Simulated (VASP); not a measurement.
# PbS (Fm-3m) in VASP: further runs

PbS is run at these levels: PBE; tasks: electric field gradients.

Program: VASP 6.6.1. These are calculated values, not measurements. Logs are shortened: lines on timing, memory, paths and dates and some standing lists are left out, and cuts for length are marked.

## (1) The cell of the first run

Symmetry: Fm-3m, No. 225, cubic system. Conventional cell: a = 6.046 Å, b = 6.046 Å, c = 6.046 Å, α = 90.00°, β = 90.00°, γ = 90.00°. Within 4.0 Å of Pb (site symmetry m-3m) lie 6 S at 3.02 Å. S (site symmetry m-3m) has 6 Pb at 3.02 Å within 4.0 Å.

## (2) Electric field gradients, PBE (volume scaled by 1.06)

INCAR

```
SYSTEM = PbS
PREC = Accurate
ENCUT = 520
EDIFF = 1E-8
ISMEAR = -1
SIGMA = 0.01
LREAL = .FALSE.
LASPH = .TRUE.
NELM = 80
ALGO = Normal
ISIF = 2
LWAVE = .FALSE.
LCHARG = .FALSE.
GGA = PE
LEFG = .TRUE.
NBANDS = 17
```

KPOINTS

```
Automatic mesh
0
G
  8 8 8
  0 0 0
```

POSCAR

```
PbS
1.0
    0.0000000000      3.0231520185      3.0231520185
    3.0231520185      0.0000000000      3.0231520185
    3.0231520185      3.0231520185      0.0000000000
Pb S
1 1
Direct
    0.0000000000      0.0000000000      0.0000000000
    0.5000000000      0.5000000000      0.5000000000
```

Potentials or basis: VASP PAW PBE potentials, release 64 (Pb_d, S).

Run with:

```console
$ cat potpaw_PBE.64/Pb_d/POTCAR potpaw_PBE.64/S/POTCAR > POTCAR
$ mpirun -np 1 vasp_std > vasp.out
```

OUTCAR:

```text
SYSTEM = PbS
   PREC = Accurate
   ENCUT = 520
   EDIFF = 1E-8
   ISMEAR = -1
   LREAL = .FALSE.
   LASPH = .TRUE.
   NELM = 80
   ISIF = 2
   GGA = PE

 ion  position               nearest neighbor table
   1  0.000  0.000  0.000-   2 3.02   2 3.02   2 3.02   2 3.02   2 3.02   2 3.02
   2  0.500  0.500  0.500-   1 3.02   1 3.02   1 3.02   1 3.02   1 3.02   1 3.02

  LATTYP: Found a face centered cubic cell.
 ALAT       =     6.0463040370

  Lattice vectors:

 A1 = (   0.0000000000,   3.0231520185,   3.0231520185)
 A2 = (   3.0231520185,   0.0000000000,   3.0231520185)
 A3 = (   3.0231520185,   3.0231520185,   0.0000000000)

Analysis of symmetry for initial positions (statically):
=====================================================================
 Subroutine PRICEL returns:
 Original cell was already a primitive cell.

 Routine SETGRP: Setting up the symmetry group for a
 face centered cubic supercell.

 Subroutine GETGRP returns: Found 48 space group operations
 (whereof 48 operations were pure point group operations)
 out of a pool of 48 trial point group operations.

The static configuration has the point symmetry O_h .

Analysis of symmetry for dynamics (positions and initial velocities):
=====================================================================
 Subroutine PRICEL returns:
 Original cell was already a primitive cell.

 Routine SETGRP: Setting up the symmetry group for a
 face centered cubic supercell.

 Subroutine GETGRP returns: Found 48 space group operations
 (whereof 48 operations were pure point group operations)
 out of a pool of 48 trial point group operations.

The dynamic configuration has the point symmetry O_h .

 Subroutine INISYM returns: Found 48 space group operations
 (whereof 48 operations are pure point group operations),
 and found     1 'primitive' translations

----------------------------------------------------------------------------------------

                                     Primitive cell

  volume of cell :      55.2599

  direct lattice vectors                    reciprocal lattice vectors
     0.000000000  3.023152018  3.023152018    -0.165390294  0.165390294  0.165390294
     3.023152018  0.000000000  3.023152018     0.165390294 -0.165390294  0.165390294
     3.023152018  3.023152018  0.000000000     0.165390294  0.165390294 -0.165390294

  length of vectors
     4.275382586  4.275382586  4.275382586     0.286464392  0.286464392  0.286464392

  position of ions in fractional coordinates (direct lattice)
     0.000000000  0.000000000  0.000000000
     0.500000000  0.500000000  0.500000000

  ion indices of the primitive-cell ions
   primitive index   ion index
                 1           1
                 2           2

----------------------------------------------------------------------------------------

 KPOINTS: Automatic mesh

Automatic generation of k-mesh.
 Grid dimensions read from file:
 generate k-points for:    8    8    8

 Generating k-lattice:

  Cartesian coordinates                     Fractional coordinates (reciprocal lattice)
    -0.020673787  0.020673787  0.020673787     0.125000000  0.000000000  0.000000000
     0.020673787 -0.020673787  0.020673787     0.000000000  0.125000000  0.000000000
     0.020673787  0.020673787 -0.020673787     0.000000000  0.000000000  0.125000000

  Length of vectors
     0.035808049  0.035808049  0.035808049

  Shift w.r.t. Gamma in fractional coordinates (k-lattice)
     0.000000000  0.000000000  0.000000000

 Subroutine IBZKPT returns following result:
 ===========================================

 Found     29 irreducible k-points:

 Following reciprocal coordinates:
            Coordinates               Weight
  0.000000  0.000000  0.000000      1.000000
  0.125000  0.000000  0.000000      8.000000
  0.250000  0.000000  0.000000      8.000000
  0.375000  0.000000  0.000000      8.000000
  0.500000  0.000000  0.000000      4.000000
  0.125000  0.125000  0.000000      6.000000
[... 16 lines left out ...]
  0.500000  0.250000  0.125000     48.000000
 -0.375000  0.250000  0.125000     24.000000
 [... further k-points ...]
   k-points           NKPTS =     29   k-points in BZ     NKDIM =     29   number of bands    NBANDS=     17
   number of dos      NEDOS =    301   number of ions     NIONS =      2
   total plane-waves  NPLWV =  32768
   dimension x,y,z NGX =    32 NGY =   32 NGZ =   32
   dimension x,y,z NGXF=    64 NGYF=   64 NGZF=   64
   ions per type =               1   1
   NGX,Y,Z   is equivalent  to a cutoff of  12.44, 12.44, 12.44 a.u.
   NGXF,Y,Z  is equivalent  to a cutoff of  24.89, 24.89, 24.89 a.u.
 SYSTEM =  PbS
   PREC   = accura    normal or accurate (medium, high low for compatibility)
   ISTART =      0    job   : 0-new  1-cont  2-samecut
   ICHARG =      2    charge: 1-file 2-atom 10-const
   ISPIN  =      1    spin polarized calculation?
   LNONCOLLINEAR =      F non collinear calculations
   LSORBIT =      F    spin-orbit coupling
   LASPH  =      T    aspherical Exc in radial PAW
   ENCUT  =  520.0 eV  38.22 Ry    6.18 a.u.   7.95  7.95  7.95*2*pi/ulx,y,z
   NELM   =     80;   NELMIN=  2; NELMDL= -5     # of ELM steps
   EDIFF  = 0.1E-07   stopping-criterion for ELM
   LREAL  =      F    real-space projection
   EDIFFG = 0.1E-06   stopping-criterion for IOM
   NSW    =      0    number of steps for IOM
   IBRION =     -1    ionic relax: 0-MD 1-quasi-New 2-CG
   NFREE  =      0    steps in history (QN), initial steepest desc. (CG)
   ISIF   =      2    stress and relaxation
   ISYM   =      2    0-nonsym 1-usesym 2-fastsym
   POTIM  = 0.5000    time-step for ionic-motion
   TEBEG  =    0.0;   TEEND  =   0.0 temperature during run
   PSTRESS=    0.0 pullay stress
   NELECT =      20.0000    total number of electrons
   NUPDOWN=      -1.0000    fix difference up-down
   EMIN   =  10.00;   EMAX   =-10.00  energy-range for DOS
   EFERMI =   0.00;   METHOD = LEGACY
   ISMEAR =    -1;   SIGMA  =   0.01  broadening in eV -4-tet -1-fermi 0-gaus
   EFERMI_NEDOS =   21; number of points for ismear=-14 and -15
   IALGO  =     38    algorithm
   IMIX   =      4    mixing-type and parameters
     AMIX     =   0.40;   BMIX     =  1.00
     AMIX_MAG =   1.60;   BMIX_MAG =  1.00
  volume/ion in A,a.u.               =      27.63       186.46
  Fermi-wavevector in a.u.,A,eV,Ry     =   1.166670  2.204687 18.519159  1.361120
  Thomas-Fermi vector in A             =   2.303181
   LORBIT       =      0    0 simple, 1 ext, 2 COOP (PROOUT), +10 PAW based schemes
   GGA     = PE    functional components
   LHFCALC =     F    Hartree Fock is set to
   AEXX    =    0.0000 exact exchange contribution
   IVDW    =     0    specifies the selected vdW correction
   LEPSILON=     F    determine dielectric tensor
   LRPA    =     F    only Hartree local field effects (RPA)
 non-spin polarized calculation
  energy-cutoff  :      520.00
  volume of cell :       55.26
 maximum number of plane-waves:      1524
   NGX = 15   NGY = 15   NGZ = 15

 number of electron      20.0000006 magnetization

 Free energy of the ion-electron system (eV)
  ---------------------------------------------------
  ext. energy  EPLUGINS =         0.00000000
  ---------------------------------------------------
  free energy    TOTEN  =        -8.76681559 eV

  energy without entropy =       -8.76681559  energy(sigma->0) =       -8.76681559

 E-fermi :   5.2480     XC(G=0):  -9.4144

 val. band max:        5.0323385830   @ k =   0.5000   0.0000   0.0000
 cond. band min:       5.5905582692   @ k =   0.5000   0.0000   0.0000
 fundamental gap:      0.5582196861
 Fermi energy:         5.2480369559

 k-point     1 :       0.0000    0.0000    0.0000
  band No.  band energies     occupation
      1     -11.6554      2.00000
      2     -11.6554      2.00000
      3     -11.6554      2.00000
      4     -11.6377      2.00000
      5     -11.6377      2.00000
      6      -8.0092      2.00000
[... 9 lines left out ...]
     16      11.9588      0.00000
     17      13.9031      0.00000

 k-point     2 :       0.1250    0.0000    0.0000
  band No.  band energies     occupation
      1     -11.6547      2.00000
      2     -11.6526      2.00000
      3     -11.6526      2.00000
      4     -11.6385      2.00000
      5     -11.6385      2.00000
      6      -7.8881      2.00000
[... 9 lines left out ...]
     16      12.3047      0.00000
     17      14.9261      0.00000
[... 421 lines left out ...]
 k-point    24 :      -0.3750    0.2500    0.1250
  band No.  band energies     occupation
      1     -11.6890      2.00000
      2     -11.6526      2.00000
      3     -11.6406      2.00000
      4     -11.6314      2.00000
      5     -11.6148      2.00000
      6      -6.7212      2.00000
[... 9 lines left out ...]
     16      16.0152      0.00000
     17      16.1839      0.00000

 [... further k-points ...]
[... 5 lines left out ...]
  --------------------------------------------------------------------------------------
  -------------------------------------------------------------------------------------
  Total       -0.3502548     -0.3502548     -0.3502548      0.0000000      0.0000000      0.0000000
  in kB      -10.1551123    -10.1551123    -10.1551123      0.0000000      0.0000000      0.0000000
  external PRESSURE =     -10.1551123 kB  Pullay stress =       0.0000000 kB

 VOLUME and BASIS-vectors are now :
 -----------------------------------------------------------------------------
  energy-cutoff  :      520.00
  volume of cell :       55.26
      direct lattice vectors                 reciprocal lattice vectors
     0.000000000  3.023152018  3.023152018    -0.165390294  0.165390294  0.165390294
     3.023152018  0.000000000  3.023152018     0.165390294 -0.165390294  0.165390294
     3.023152018  3.023152018  0.000000000     0.165390294  0.165390294 -0.165390294

 POSITION                                       TOTAL-FORCE (eV/Angst)
 -----------------------------------------------------------------------------------
      0.00000      0.00000      0.00000        -0.000000     -0.000000     -0.000000
      3.02315      3.02315      3.02315         0.000000      0.000000      0.000000
 -----------------------------------------------------------------------------------
    total drift:                                0.000000     -0.000000     -0.000000

  FREE ENERGIE OF THE ION-ELECTRON SYSTEM (eV)
  ---------------------------------------------------
  free  energy   TOTEN  =        -8.7668155935 eV

  energy  without entropy=       -8.7668155935  energy(sigma->0) =       -8.76681559

 Electric field gradients (V/A^2)
---------------------------------------------------------------------
 ion       V_xx      V_yy      V_zz      V_xy      V_xz      V_yz
---------------------------------------------------------------------
   1      -0.000     0.000    -0.000    -0.001    -0.001    -0.001
   2       0.000     0.000     0.000    -0.000    -0.000    -0.000
---------------------------------------------------------------------

 Electric field gradients after diagonalization (V/A^2)
 (convention: |V_zz| > |V_xx| > |V_yy|)
----------------------------------------------------------------------
 ion       V_xx      V_yy      V_zz     asymmetry (V_yy - V_xx)/ V_zz
----------------------------------------------------------------------
   1       0.001     0.001    -0.001       0.000
   2       0.000     0.000    -0.001       0.000
----------------------------------------------------------------------

           NMR quadrupolar parameters

 Cq : quadrupolar parameter    Cq=e*Q*V_zz/h
 eta: asymmetry parameters     (V_yy - V_xx)/ V_zz
 Q  : nuclear electric quadrupole moment in mb (millibarn)
----------------------------------------------------------------------
 ion       Cq(MHz)       eta       Q (mb)
----------------------------------------------------------------------
   1      -0.000       0.000       1.000
   2      -0.000       0.000       1.000
----------------------------------------------------------------------
```

Wall time 44 s (1 thread of AMD EPYC 7R43 (Zen 3), shared host); peak memory 0.14 GiB.

What came out:

| Property | Result |
| --- | --- |
| Free energy | -8.7668 eV |
| Pressure | -1.0 GPa |
| Band gap on the k mesh | 0.56 eV, direct |

Caveat: without QUAD_EFG the Cq values of the log hold for a quadrupole moment of 1 mb, not for the nuclei; spin-orbit coupling is left out, which moves the levels of the heavy elements.

## (3) Electric field gradients, PBE (volume scaled by 1.06)

INCAR

```
  PREC = Accurate
  ENCUT = 520
  EDIFF = 1E-8
  ISMEAR = -1
  SIGMA = 0.01
  LREAL = False
  LASPH = True
  NELM = 80
  ALGO = Normal
  ISIF = 2
  LWAVE = False
  LCHARG = False
  GGA = PE
  LEFG = True
  NBANDS = 17
```

KPOINTS

```
regular mesh
0
Gamma
  8 8 8
```

POSCAR is that of step 2.

Potentials or basis: VASP PAW PBE potentials, release 64 (Pb_d, S).

Run with:

```console
$ cat potpaw_PBE.64/Pb_d/POTCAR potpaw_PBE.64/S/POTCAR > POTCAR
$ mpirun -np 1 vasp_std > vasp.out
```

OUTCAR:

```text
PREC = Accurate
   ENCUT = 520
   EDIFF = 1E-8
   ISMEAR = -1
   LREAL = False
   LASPH = True
   NELM = 80
   ISIF = 2
   GGA = PE

 ion  position               nearest neighbor table
   1  0.000  0.000  0.000-   2 3.02   2 3.02   2 3.02   2 3.02   2 3.02   2 3.02
   2  0.500  0.500  0.500-   1 3.02   1 3.02   1 3.02   1 3.02   1 3.02   1 3.02

  LATTYP: Found a face centered cubic cell.
 ALAT       =     6.0463040370

  Lattice vectors:

 A1 = (   0.0000000000,   3.0231520185,   3.0231520185)
 A2 = (   3.0231520185,   0.0000000000,   3.0231520185)
 A3 = (   3.0231520185,   3.0231520185,   0.0000000000)

Analysis of symmetry for initial positions (statically):
=====================================================================
 Subroutine PRICEL returns:
 Original cell was already a primitive cell.

 Routine SETGRP: Setting up the symmetry group for a
 face centered cubic supercell.

 Subroutine GETGRP returns: Found 48 space group operations
 (whereof 48 operations were pure point group operations)
 out of a pool of 48 trial point group operations.

The static configuration has the point symmetry O_h .

Analysis of symmetry for dynamics (positions and initial velocities):
=====================================================================
 Subroutine PRICEL returns:
 Original cell was already a primitive cell.

 Routine SETGRP: Setting up the symmetry group for a
 face centered cubic supercell.

 Subroutine GETGRP returns: Found 48 space group operations
 (whereof 48 operations were pure point group operations)
 out of a pool of 48 trial point group operations.

The dynamic configuration has the point symmetry O_h .

[... 149 lines left out ...]
 fundamental gap:      0.5582196861
 Fermi energy:         5.2480369559

 k-point     1 :       0.0000    0.0000    0.0000
  band No.  band energies     occupation
      1     -11.6554      2.00000
      2     -11.6554      2.00000
      3     -11.6554      2.00000
      4     -11.6377      2.00000
      5     -11.6377      2.00000
      6      -8.0092      2.00000
[... 457 lines left out ...]
      4     -11.6314      2.00000
      5     -11.6148      2.00000
      6      -6.7212      2.00000
[... 9 lines left out ...]
     16      16.0152      0.00000
     17      16.1839      0.00000

 [... further k-points ...]
[... 5 lines left out ...]
  --------------------------------------------------------------------------------------
  -------------------------------------------------------------------------------------
  Total       -0.3502548     -0.3502548     -0.3502548      0.0000000      0.0000000      0.0000000
  in kB      -10.1551123    -10.1551123    -10.1551123      0.0000000      0.0000000      0.0000000
  external PRESSURE =     -10.1551123 kB  Pullay stress =       0.0000000 kB

 VOLUME and BASIS-vectors are now :
 -----------------------------------------------------------------------------
  energy-cutoff  :      520.00
  volume of cell :       55.26
      direct lattice vectors                 reciprocal lattice vectors
     0.000000000  3.023152018  3.023152018    -0.165390294  0.165390294  0.165390294
     3.023152018  0.000000000  3.023152018     0.165390294 -0.165390294  0.165390294
     3.023152018  3.023152018  0.000000000     0.165390294  0.165390294 -0.165390294

 POSITION                                       TOTAL-FORCE (eV/Angst)
 -----------------------------------------------------------------------------------
      0.00000      0.00000      0.00000        -0.000000     -0.000000     -0.000000
      3.02315      3.02315      3.02315         0.000000      0.000000      0.000000
 -----------------------------------------------------------------------------------
    total drift:                                0.000000     -0.000000     -0.000000

  FREE ENERGIE OF THE ION-ELECTRON SYSTEM (eV)
  ---------------------------------------------------
  free  energy   TOTEN  =        -8.7668155935 eV

  energy  without entropy=       -8.7668155935  energy(sigma->0) =       -8.76681559

 Electric field gradients (V/A^2)
---------------------------------------------------------------------
 ion       V_xx      V_yy      V_zz      V_xy      V_xz      V_yz
---------------------------------------------------------------------
   1      -0.000     0.000    -0.000    -0.001    -0.001    -0.001
   2       0.000     0.000     0.000    -0.000    -0.000    -0.000
---------------------------------------------------------------------

 Electric field gradients after diagonalization (V/A^2)
 (convention: |V_zz| > |V_xx| > |V_yy|)
----------------------------------------------------------------------
 ion       V_xx      V_yy      V_zz     asymmetry (V_yy - V_xx)/ V_zz
----------------------------------------------------------------------
   1       0.001     0.001    -0.001       0.000
   2       0.000     0.000    -0.001       0.000
----------------------------------------------------------------------

           NMR quadrupolar parameters

 Cq : quadrupolar parameter    Cq=e*Q*V_zz/h
 eta: asymmetry parameters     (V_yy - V_xx)/ V_zz
 Q  : nuclear electric quadrupole moment in mb (millibarn)
----------------------------------------------------------------------
 ion       Cq(MHz)       eta       Q (mb)
----------------------------------------------------------------------
   1      -0.000       0.000       1.000
   2      -0.000       0.000       1.000
----------------------------------------------------------------------
```

stdout:

```text
POSCAR found type information on POSCAR PbS
 POSCAR found :  2 types and       2 ions
 scaLAPACK will be used
 LDA part: xc-table for (Slater+PW92), standard interpolation
 POSCAR, INCAR and KPOINTS ok, starting setup
 FFT: planning ... GRIDC
 FFT: planning ... GRID_SOFT
 FFT: planning ... GRID
 WAVECAR not read
 entering main loop
ion   1

ion   2
```

Wall time 37 s (1 thread of AMD EPYC 7R43 (Zen 3), shared host); peak memory 0.15 GiB.

Results:

| Item | Value |
| --- | --- |
| Free energy | -8.7668 eV |
| Pressure | -1.0 GPa |
| Band gap on the k mesh | 0.56 eV, direct |

Caveat: without QUAD_EFG the Cq values of the log hold for a quadrupole moment of 1 mb, not for the nuclei; spin-orbit coupling is left out, which moves the levels of the heavy elements. A k mesh can miss the band edges.
